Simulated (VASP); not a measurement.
## GaN: single point with PBE

Crystal: GaN.

```xyz
4
Lattice="3.1800 0.0000 0.0000 -1.5900 2.7540 0.0000 0.0000 0.0000 5.1660" Properties=species:S:1:pos:R:3 pbc="T T T"
Ga    0.0502    1.8649    0.0815
Ga    1.6402    0.9470    2.6645
N     0.0000    1.8360    1.9373
N     1.5900    0.9180    4.5203
```

This cell differs from its parent crystal: all Ga atoms moved -0.100 Å, as atom 1 towards its neighbour atom 2 (Ga) at 3.169 Å.

```
Program             : VASP 6.6.1
Task                : single point
Functional          : PBE
Potentials or basis : VASP PAW PBE potentials, release 64 (Ga_d, N)
Cutoff              : 520 eV
k mesh              : 12 × 12 × 6
Occupations         : gaussian, width 0.05 eV
Spin                : no spin polarisation
```

```json
{
 "Pressure": "8.6 GPa",
 "Largest force": "1.499 eV/Å",
 "Band gap on the k mesh": "1.85 eV"
}
```

Forces on the atoms (eV/Å):
```
Ga  -0.452 -0.261 -1.360
Ga  -0.553 -0.319 -1.354
N    0.557  0.322  1.354
N    0.448  0.259  1.360
```

Stress tensor (GPa, compression positive):
```
 4.07  0.17 -2.13
 0.17  3.88 -1.23
-2.13 -1.23 17.71
```

Levels at points of the mesh, in eV from the valence-band top:
```
           k point  band 16  band 17  band 18  band 19  band 20  band 21
(0.00, 0.00, 0.00)    -0.38    -0.01     0.00     1.85     4.34     9.09
(0.50, 0.00, 0.00)    -2.83    -2.62    -0.88     5.01     5.50     5.84
(0.00, 0.50, 0.00)    -2.81    -2.63    -0.87     5.00     5.47     5.84
(0.00, 0.00, 0.50)    -0.74    -0.49    -0.48     4.18     4.18     8.58
(0.50, 0.00, 0.50)    -2.17    -2.01    -1.89     4.17     4.30     7.77
(0.00, 0.50, 0.50)    -2.23    -1.91    -1.86     4.20     4.26     7.81
```

It took 2.6 min on 1 thread of Intel(R) Xeon(R) Platinum 8259CL CPU @ 2.50GHz (Skylake/Cascade Lake), with other jobs on the host, peak memory 0.34 GiB.

Caveat: the cell differs from its parent crystal (all Ga atoms moved -0.100 Å, as atom 1 towards its neighbour atom 2 (Ga) at 3.169 Å); the stress differs along the axes, from 4 to 18 GPa; forces of over 1 eV/Å act on the atoms, so gaps and moduli don't describe the material at rest.
